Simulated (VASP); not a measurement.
Sr3Ca:

```xyz
4
Lattice="0.0000 4.7305 4.7305 4.7305 0.0000 4.7305 4.7305 4.7305 0.0000" Properties=species:S:1:pos:R:3 pbc="T T T"
Sr    2.3652    2.3652    2.3652
Sr    7.0957    7.0957    7.0957
Sr    4.7305    4.7305    4.7305
Ca    0.0000    0.0000    0.0000
```

* Program: VASP 6.6.1
* Task: relaxation of cell and atoms
* Functional: r2SCAN
* Potentials or basis: VASP PAW PBE potentials, release 64 (Sr_sv, Ca_sv)
* Cutoff: 550 eV
* k mesh: 4 × 4 × 4
* Occupations: methfessel-paxton, width 0.02 eV
* Spin: no spin polarisation

At the start: pressure -0.5 GPa; volume 52.93 Å³/atom.

Question: How do energy, volume and symmetry change on relaxing?

Answer: Over 3 steps the energy falls by 3.9 meV/atom and the volume is 51.00 Å³/atom (-3.6 %); space group Fm-3m (No. 225, to 0.1 Å) before and after.

The path:
```tsv
step	energy change (eV)	largest force (eV/Å)	pressure (GPa)	volume (Å³)
1	0.0000	0.0000	-0.53	211.71
2	-0.0134	0.0000	-0.23	206.35
3	-0.0156	0.0000	-0.07	203.98
```

Final structure:
```
CELL_PARAMETERS angstrom
0.00000 4.67219 4.67219
4.67219 0.00000 4.67219
4.67219 4.67219 0.00000
ATOMIC_POSITIONS crystal
Sr 0.25000 0.25000 0.25000
Sr 0.75000 0.75000 0.75000
Sr 0.50000 0.50000 0.50000
Ca 0.00000 0.00000 0.00000
```

Caveat: the PAW data sets were made with another functional, which shifts forces and pressure a little.
